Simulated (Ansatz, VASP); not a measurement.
# One calculation of WSe, two programs

```
W Se
1.0
     3.11845    0.00000    0.00000
    -1.55923    2.70066    0.00000
     0.00000    0.00000    7.58285
W Se
2 2
Direct
  0.00000 0.00000 0.00000
  0.00000 0.00000 0.50000
  0.33333 0.66667 0.25000
  0.66667 0.33333 0.75000
```

Alike in both runs: task relaxation of cell and atoms; functional PBEsol; k mesh 18 × 18 × 6; occupations gaussian, width 0.1 eV; no spin polarisation.

|  | VASP | Ansatz |
| --- | --- | --- |
| version | VASP 6.6.1 | Ansatz 0.2.0 |
| potentials or method | VASP PAW PBE potentials, release 64 (W_sv, Se), cutoff 600 eV | scalar-relativistic, plane waves, PAW |
| valence electrons in the cell | 40 | 60 |

|  | VASP | Ansatz | Ansatz less VASP |
| --- | --- | --- | --- |
| gap on the k mesh at the Fermi level, each at its own relaxed structure (eV) | none | none | - |
| relaxed volume (Å³/atom) | 15.98 | 15.93 | -0.049 |
| relaxed cell length with the largest relative difference (Å) | 7.652 | 7.637 | -0.0152 |

VASP's potentials were made for PBE, not for PBEsol. A gap of «none» marks a metal or a gap that the smearing closes. VASP's potentials hold 40 valence electrons a cell and Ansatz's 60, so a difference there can come from the potentials and not from the codes.

Spin-orbit coupling is off throughout.
